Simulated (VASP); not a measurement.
Hf: single point with PBE+D4

Crystal: Hf.

```xyz
2
Lattice="3.1967 0.0000 0.0000 -1.5983 2.7684 0.0000 0.0000 0.0000 5.0578" Properties=species:S:1:pos:R:3 pbc="T T T"
Hf    1.5984    0.9228    3.7934
Hf    0.0000    1.8456    1.2645
```

- Program: VASP 6.6.1
- Task: single point
- Functional: PBE
- Dispersion: D4
- Potentials or basis: VASP PAW PBE potentials, release 64 (Hf_pv)
- Cutoff: 500 eV
- k mesh: 10 × 10 × 5
- Occupations: methfessel-paxton, width 0.05 eV
- Spin: no spin polarisation
- Dipole correction: no
- Further INCAR settings: ALGO = Normal; EDIFF = 1e-06; NBANDS = 17

```
Pressure                   : -1.4 GPa
Band gap on the k mesh     : zero (bands 10 and 11 overlap by 1.50 eV)
Dispersion energy per atom : -0.209 eV
```

Stress tensor (GPa, compression positive):
```
-1.21  0.00  0.00
 0.00 -1.21  0.00
 0.00  0.00 -1.63
```

Levels at points of the mesh, in eV from the Fermi level:
| k point | band 6 | band 7 | band 8 | band 9 | band 10 | band 11 | band 12 | band 13 | band 14 | band 15 |
| --- | --- | --- | --- | --- | --- | --- | --- | --- | --- | --- |
| (0.00, 0.00, 0.00) | -30.18 | -7.36 | -3.69 | 0.66 | 1.20 | 1.20 | 1.48 | 2.02 | 2.02 | 2.66 |
| (0.50, 0.00, 0.00) | -30.27 | -3.33 | -2.73 | -2.21 | -0.78 | 0.81 | 0.89 | 1.70 | 5.91 | 6.42 |

Wall time 14 s on 1 thread of Intel(R) Xeon(R) 6975P-C (Granite Rapids), with other jobs on the host, peak memory 0.16 GiB.

Caveat: spin-orbit coupling is left out, which moves the levels of the heavy elements.
